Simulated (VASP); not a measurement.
# ZnSe (Stilleite) (F-43m) in VASP: notebook

ZnSe (Stilleite) is run at these levels: r2SCAN; tasks: single point.

All numbers are computed with VASP 6.6.1; they aren't measurements. Logs are shortened: lines on timing, memory, paths and dates and some standing lists are left out, and cuts for length are marked.

### 1 The cell of the first run

It takes space group F-43m (No. 216, cubic). Conventional cell: a = 5.549 Å, b = 5.549 Å, c = 5.549 Å, α = 90.00°, β = 90.00°, γ = 90.00°. Zn (site symmetry -43m) has 4 Se at 2.40 Å within 3.2 Å. Se (site symmetry -43m) has 4 Zn at 2.40 Å within 3.2 Å.

### 2 Single point, r2SCAN (volume changed by -6%)

POSCAR

```
ZnSe
1.0
    0.0000000000      2.7746038672      2.7746038672
    2.7746038672      0.0000000000      2.7746038672
    2.7746038672      2.7746038672      0.0000000000
Zn Se
1 1
Direct
    0.0000000000      0.0000000000      0.0000000000
    0.2500000000      0.2500000000      0.2500000000
```

INCAR.step1

```
SYSTEM = ZnSe
PREC = Accurate
ENCUT = 520
ISMEAR = 0
SIGMA = 0.01
LREAL = .FALSE.
LASPH = .TRUE.
NELM = 60
NBANDS = 16
GGA = PE
ALGO = Normal
EDIFF = 1E-4
LWAVE = .TRUE.
LCHARG = .FALSE.
```

INCAR.step2

```
SYSTEM = ZnSe
PREC = Accurate
ENCUT = 520
EDIFF = 1E-7
ISMEAR = 0
SIGMA = 0.01
LREAL = .FALSE.
LASPH = .TRUE.
NELM = 60
ALGO = Normal
ISIF = 2
LWAVE = .FALSE.
LCHARG = .TRUE.
METAGGA = R2SCAN
LMIXTAU = .TRUE.
LELF = .TRUE.
LVHAR = .TRUE.
NBANDS = 16
ISTART = 1
```

KPOINTS

```
regular mesh
0
G
  6 6 6
  0 0 0
```

Potentials or basis: VASP PAW PBE potentials, release 64 (Zn, Se).

Launch:

```console
$ cat potpaw_PBE.64/Zn/POTCAR potpaw_PBE.64/Se/POTCAR > POTCAR
$ cp INCAR.step1 INCAR
$ mpirun -np 1 vasp_std > vasp.out
$ cp INCAR.step2 INCAR
$ mpirun -np 1 vasp_std > vasp.out
```

OUTCAR:

```text
SYSTEM = ZnSe
   PREC = Accurate
   ENCUT = 520
   EDIFF = 1E-7
   ISMEAR = 0
   LREAL = .FALSE.
   LASPH = .TRUE.
   NELM = 60
   ISIF = 2
   METAGGA = R2SCAN
   ISTART = 1

 ion  position               nearest neighbor table
   1  0.000  0.000  0.000-   2 2.40   2 2.40   2 2.40   2 2.40
   2  0.250  0.250  0.250-   1 2.40   1 2.40   1 2.40   1 2.40

  LATTYP: Found a face centered cubic cell.
 ALAT       =     5.5492077344

  Lattice vectors:

 A1 = (   0.0000000000,   2.7746038672,   2.7746038672)
 A2 = (   2.7746038672,   0.0000000000,   2.7746038672)
 A3 = (   2.7746038672,   2.7746038672,   0.0000000000)

Analysis of symmetry for initial positions (statically):
=====================================================================
 Subroutine PRICEL returns:
 Original cell was already a primitive cell.

 Routine SETGRP: Setting up the symmetry group for a
 face centered cubic supercell.

 Subroutine GETGRP returns: Found 24 space group operations
 (whereof 24 operations were pure point group operations)
 out of a pool of 48 trial point group operations.

The static configuration has the point symmetry T_d .

Analysis of symmetry for dynamics (positions and initial velocities):
=====================================================================
 Subroutine PRICEL returns:
 Original cell was already a primitive cell.

 Routine SETGRP: Setting up the symmetry group for a
 face centered cubic supercell.

 Subroutine GETGRP returns: Found 24 space group operations
 (whereof 24 operations were pure point group operations)
 out of a pool of 48 trial point group operations.

The dynamic configuration has the point symmetry T_d .

 Subroutine INISYM returns: Found 24 space group operations
 (whereof 24 operations are pure point group operations),
 and found     1 'primitive' translations

----------------------------------------------------------------------------------------

                                     Primitive cell

  volume of cell :      42.7202

  direct lattice vectors                    reciprocal lattice vectors
     0.000000000  2.774603867  2.774603867    -0.180205905  0.180205905  0.180205905
     2.774603867  0.000000000  2.774603867     0.180205905 -0.180205905  0.180205905
     2.774603867  2.774603867  0.000000000     0.180205905  0.180205905 -0.180205905

  length of vectors
[... 72 lines left out ...]
   NELM   =     60;   NELMIN=  2; NELMDL=  0     # of ELM steps
   EDIFF  = 0.1E-06   stopping-criterion for ELM
   LREAL  =      F    real-space projection
   EDIFFG = 0.1E-05   stopping-criterion for IOM
   NSW    =      0    number of steps for IOM
   IBRION =     -1    ionic relax: 0-MD 1-quasi-New 2-CG
   NFREE  =      0    steps in history (QN), initial steepest desc. (CG)
   ISIF   =      2    stress and relaxation
   ISYM   =      2    0-nonsym 1-usesym 2-fastsym
   POTIM  = 0.5000    time-step for ionic-motion
   TEBEG  =    0.0;   TEEND  =   0.0 temperature during run
   PSTRESS=    0.0 pullay stress
   NELECT =      18.0000    total number of electrons
   NUPDOWN=      -1.0000    fix difference up-down
   EMIN   =  10.00;   EMAX   =-10.00  energy-range for DOS
   EFERMI =   0.00;   METHOD = LEGACY
   ISMEAR =     0;   SIGMA  =   0.01  broadening in eV -4-tet -1-fermi 0-gaus
   EFERMI_NEDOS =   21; number of points for ismear=-14 and -15
   IALGO  =     38    algorithm
   IMIX   =      4    mixing-type and parameters
     AMIX     =   0.40;   BMIX     =  1.00
     AMIX_MAG =   1.60;   BMIX_MAG =  1.00
  volume/ion in A,a.u.               =      21.36       144.14
  Fermi-wavevector in a.u.,A,eV,Ry     =   1.227311  2.319282 20.494356  1.506293
  Thomas-Fermi vector in A             =   2.362279
   LORBIT       =      0    0 simple, 1 ext, 2 COOP (PROOUT), +10 PAW based schemes
   METAGGA = R2SCAN    functional components
   LHFCALC =     F    Hartree Fock is set to
   AEXX    =    0.0000 exact exchange contribution
   IVDW    =     0    specifies the selected vdW correction
   LEPSILON=     F    determine dielectric tensor
   LRPA    =     F    only Hartree local field effects (RPA)
 non-spin polarized calculation
 Gauss-broadening in eV      SIGMA  =   0.01
  energy-cutoff  :      520.00
  volume of cell :       42.72
 maximum number of plane-waves:      1167
 NGX is ok and might be reduce to    30
   NGX = 15   NGY = 15   NGZ = 15

 number of electron      17.9999986 magnetization

 Free energy of the ion-electron system (eV)
  ---------------------------------------------------
  ext. energy  EPLUGINS =         0.00000000
  ---------------------------------------------------
  free energy    TOTEN  =       -24.86611180 eV

  energy without entropy =      -24.86611180  energy(sigma->0) =      -24.86611180

 E-fermi :   1.9932     XC(G=0): -10.2324

 val. band max:        1.8694359060   @ k =   0.0000   0.0000   0.0000
 cond. band min:       4.0181040968   @ k =   0.0000   0.0000   0.0000
 fundamental gap:      2.1486681907
 Fermi energy:         1.9932021112

 k-point     1 :       0.0000    0.0000    0.0000
  band No.  band energies     occupation
      1     -12.2882      2.00000
      2      -5.0776      2.00000
      3      -5.0776      2.00000
      4      -5.0776      2.00000
      5      -4.6041      2.00000
      6      -4.6041      2.00000
[... 281 lines left out ...]
      3      -4.8057      2.00000
      4      -4.7186      2.00000
      5      -4.5893      2.00000
      6      -4.2874      2.00000
[... 8 lines left out ...]
     15      16.6750      0.00000
     16      17.2398      0.00000

------------------------ aborting loop because EDIFF is reached ----------------------------------------

  FORCE on cell =-STRESS in cart. coord.  units (eV):
  Direction    XX          YY          ZZ          XY          YZ          ZX
  --------------------------------------------------------------------------------------
  -------------------------------------------------------------------------------------
  Total        1.2884519      1.2884519      1.2884519      0.0000000      0.0000000     -0.0000000
  in kB       48.3221030     48.3221030     48.3221030      0.0000000      0.0000000     -0.0000000
  external PRESSURE =      48.3221030 kB  Pullay stress =       0.0000000 kB

 VOLUME and BASIS-vectors are now :
 -----------------------------------------------------------------------------
  energy-cutoff  :      520.00
  volume of cell :       42.72
      direct lattice vectors                 reciprocal lattice vectors
     0.000000000  2.774603867  2.774603867    -0.180205905  0.180205905  0.180205905
     2.774603867  0.000000000  2.774603867     0.180205905 -0.180205905  0.180205905
     2.774603867  2.774603867  0.000000000     0.180205905  0.180205905 -0.180205905

 POSITION                                       TOTAL-FORCE (eV/Angst)
 -----------------------------------------------------------------------------------
      0.00000      0.00000      0.00000        -0.000000     -0.000000     -0.000000
      1.38730      1.38730      1.38730         0.000000      0.000000      0.000000
 -----------------------------------------------------------------------------------
    total drift:                                0.000029      0.000029      0.000029

  FREE ENERGIE OF THE ION-ELECTRON SYSTEM (eV)
  ---------------------------------------------------
  free  energy   TOTEN  =       -24.8661118029 eV

  energy  without entropy=      -24.8661118029  energy(sigma->0) =      -24.86611180
```

It took 37 s on 1 thread of Intel Xeon 6975P-C (Granite Rapids), shared host; peak memory 0.17 GiB.

What came out:

```
Free energy            : -24.8661 eV
Pressure               : 4.8 GPa
Band gap on the k mesh : 2.15 eV, direct
```

Levels at points of the mesh, in eV from the valence-band top:
```
           k point  band 5  band 6  band 7  band 8  band 9  band 10  band 11  band 12  band 13  band 14
(0.00, 0.00, 0.00)   -6.47   -6.47    0.00    0.00    0.00     2.15     6.28     6.28     6.28    10.87
(0.50, 0.00, 0.00)   -6.45   -6.29   -5.74   -0.98   -0.98     3.17     6.84     6.84     9.24    12.08
(0.50, 0.50, 0.00)   -6.41   -6.27   -5.08   -2.48   -2.48     3.19     3.85    12.03    12.53    12.53
```

Caveat: the PAW data sets were made with another functional, which shifts forces and pressure a little.

### 3 Single point, r2SCAN (volume changed by -3%)

POSCAR

```
ZnSe
1.0
    0.0000000000      2.8038123702      2.8038123702
    2.8038123702      0.0000000000      2.8038123702
    2.8038123702      2.8038123702      0.0000000000
Zn Se
1 1
Direct
    0.0000000000      0.0000000000      0.0000000000
    0.2500000000      0.2500000000      0.2500000000
```

INCAR.step1

```
SYSTEM = ZnSe
PREC = Accurate
ENCUT = 520
ISMEAR = 0
SIGMA = 0.01
LREAL = .False.
LASPH = .True.
NELM = 60
NBANDS = 16
GGA = PE
ALGO = Normal
EDIFF = 1E-4
LWAVE = .True.
LCHARG = .False.
```

INCAR.step2

```
SYSTEM = ZnSe
PREC = Accurate
ENCUT = 520
EDIFF = 1E-7
ISMEAR = 0
SIGMA = 0.01
LREAL = .False.
LASPH = .True.
NELM = 60
ALGO = Normal
ISIF = 2
LWAVE = .False.
LCHARG = .False.
METAGGA = R2SCAN
LMIXTAU = .True.
NBANDS = 16
ISTART = 1
```

KPOINTS

```
Automatic mesh
0
Gamma
  6 6 6
  0 0 0
```

Potentials or basis: VASP PAW PBE potentials, release 64 (Zn, Se).

Launch:

```console
$ cat potpaw_PBE.64/Zn/POTCAR potpaw_PBE.64/Se/POTCAR > POTCAR
$ cp INCAR.step1 INCAR
$ mpirun -np 1 vasp_std > vasp.out
$ cp INCAR.step2 INCAR
$ mpirun -np 1 vasp_std > vasp.out
```

Wall time 40 s (1 thread of Intel Xeon 6975P-C (Granite Rapids), shared host); peak memory 0.17 GiB.

The run converged. Its results:

* Free energy: -24.8957 eV
* Pressure: 2.3 GPa
* Band gap on the k mesh: 2.01 eV, direct

Levels at points of the mesh, in eV from the valence-band top:
| k point | band 6 | band 7 | band 8 | band 9 | band 10 | band 11 | band 12 | band 13 |
| --- | --- | --- | --- | --- | --- | --- | --- | --- |
| (0.00, 0.00, 0.00) | -6.38 | 0.00 | 0.00 | 0.00 | 2.01 | 6.30 | 6.30 | 6.30 |
| (0.50, 0.00, 0.00) | -6.21 | -5.52 | -0.93 | -0.93 | 3.11 | 6.85 | 6.85 | 9.16 |
| (0.50, 0.50, 0.00) | -6.19 | -4.94 | -2.35 | -2.35 | 3.26 | 3.87 | 11.77 | 12.30 |

Caveat: the PAW data sets were made with another functional, which shifts forces and pressure a little.
